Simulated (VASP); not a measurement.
Write the native input for VASP 6.6.1 that does the following.

```
Task                   : single point
Functional             : PBEsol
Potentials or basis    : VASP PAW PBE potentials, release 64 (Ge_d)
Cutoff                 : 520 eV
k mesh                 : 12 × 12 × 6
Occupations            : gaussian, width 0.1 eV
Spin                   : no spin polarisation
Dipole correction      : no
Further INCAR settings : ALGO = Normal; EDIFF = 1e-06; NBANDS = 36
```

The structure of Ge lies in POSCAR:

```
Ge
1.0
    3.9969679352      0.0000000000      0.0000000000
   -1.9984839676      3.4614757700      0.0000000000
    0.0000000000      0.0000000000      6.5963649695
Ge
4
Direct
    0.6666666667      0.3333333333      0.0629118512
    0.3333333333      0.6666666667      0.5629118512
    0.6666666667      0.3333333333      0.4370881488
    0.3333333333      0.6666666667      0.9370881488
```

This isn't the form of Ge at room conditions, which is diamond.

The input as run:

INCAR

```
SYSTEM = Ge
PREC = Accurate
ENCUT = 520
EDIFF = 1E-6
ISMEAR = 0
SIGMA = 0.1
LREAL = .FALSE.
LASPH = .TRUE.
NELM = 80
ALGO = Normal
ISIF = 2
LWAVE = .FALSE.
LCHARG = .FALSE.
GGA = PS
NBANDS = 36
```

KPOINTS

```
Automatic mesh
0
G
  12 12 6
  0 0 0
```

Potentials or basis: VASP PAW PBE potentials, release 64 (Ge_d).

Command:

```sh
$ cat potpaw_PBE.64/Ge_d/POTCAR > POTCAR
$ mpirun -np 1 vasp_std > vasp.out
```

It gave:

| Quantity | Value |
| --- | --- |
| Pressure | -0.1 GPa |
| Largest force | 0.005 eV/Å |
| Band gap on the k mesh | zero (bands 28 and 29 overlap by 0.01 eV) |

Caveat: semilocal functionals underestimate gaps, and a narrow one can read as zero; the PAW data sets were made with another functional, which shifts forces and pressure a little.

Wall time 76 s on 1 thread of AMD EPYC 9R45 (Zen 5), on a shared host, peak memory 0.28 GiB.
